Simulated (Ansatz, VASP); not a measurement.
# One calculation of Si, two programs

INCAR

```
ALGO     = Normal         # electronic algorithm
EDIFF    = 1E-6           # SCF threshold, eV
ENCUT    = 520            # plane-wave cutoff, eV
GGA      = PE             # functional
ISIF     = 2              # what is computed and relaxed
ISMEAR   = 0              # smearing method
LASPH    = T              # aspherical terms in the spheres
LCHARG   = F              # write CHGCAR
LREAL    = F              # projectors in reciprocal space
LWAVE    = F              # write WAVECAR
NBANDS   = 21             # bands
NELM     = 100            # most SCF steps
PREC     = Accurate       # precision mode
SIGMA    = 0.1            # smearing width, eV
```

KPOINTS

```
k-points
0
Gamma
  8 6 10
```

POSCAR

```
Si
1.0
    4.8804237723      0.0000000000      0.0000000000
    0.0000000000      6.0653546793      0.0000000000
    0.0000000000      0.0000000000      3.5987971415
Si
6
Direct
    0.5000000000      0.0000000000      0.0000000000
    0.0000000000      0.5000000000      0.5000000000
    0.3085738714      0.6245365987      0.0000000000
    0.6914261286      0.3754634013      0.0000000000
    0.8085738714      0.8754634013      0.5000000000
    0.1914261286      0.1245365987      0.5000000000
```

Input for Ansatz:

```yaml
crystal:
  lattice:
    - [4.8804237723, 0.0, 0.0]
    - [0.0, 6.0653546793, 0.0]
    - [0.0, 0.0, 3.5987971415]
  atoms:
    - { symbol: Si, position: [0.5, 0.0, 0.0] }
    - { symbol: Si, position: [0.0, 0.5, 0.5] }
    - { symbol: Si, position: [0.3085738714, 0.6245365987, 0.0] }
    - { symbol: Si, position: [0.6914261286, 0.3754634013, 0.0] }
    - { symbol: Si, position: [0.8085738714, 0.8754634013, 0.5] }
    - { symbol: Si, position: [0.1914261286, 0.1245365987, 0.5] }
basis:
  ecutwfc: 420
kpoints:
  mp_grid: { grid: [8, 6, 10] }
  band_path:
    path:
      - [[0.0, 0.0, 0.0], [0.5, 0.0, 0.0], [0.5, 0.5, 0.0], [0.0, 0.5, 0.0], [0.0, 0.0, 0.0], [0.0, 0.0, 0.5], [0.5, 0.0, 0.5], [0.5, 0.5, 0.5], [0.0, 0.5, 0.5], [0.0, 0.0, 0.5]]
      - [[0.5, 0.0, 0.0], [0.5, 0.0, 0.5]]
      - [[0.0, 0.5, 0.0], [0.0, 0.5, 0.5]]
      - [[0.5, 0.5, 0.0], [0.5, 0.5, 0.5]]
    npoints: 14
hamiltonian:
  xc: pbe
scf:
  occupations: { method: gaussian, width: 0.1 }
  n_extra_bands: 15
output:
  forces: true
  stress: true
  eigenvalues: true
  populations: true
  dos: { projected: true, de: 0.02, nscf_kmesh: { grid: [10, 8, 12] } }
  bader: true
  write_density: true
  write_potential: true
  elf: true
  volumetric_format: npy
```

Alike in both runs: task single point; functional PBE; k mesh 8 × 6 × 10; occupations gaussian, width 0.1 eV; no spin polarisation.

|  | VASP | Ansatz |
| --- | --- | --- |
| version | VASP 6.6.1 | Ansatz 0.2.0 |
| potentials or method | VASP PAW PBE potentials, release 64 (Si), cutoff 520 eV | scalar-relativistic, plane waves, PAW |
| valence electrons in the cell | 24 | 24 |

|  | VASP | Ansatz | Ansatz less VASP |
| --- | --- | --- | --- |
| gap on the k mesh at the Fermi level (eV) | none | none | - |
| pressure (GPa) | 0.0 | 0.0 | +0.07 |

A gap of «none» marks a metal or a gap that the smearing closes.
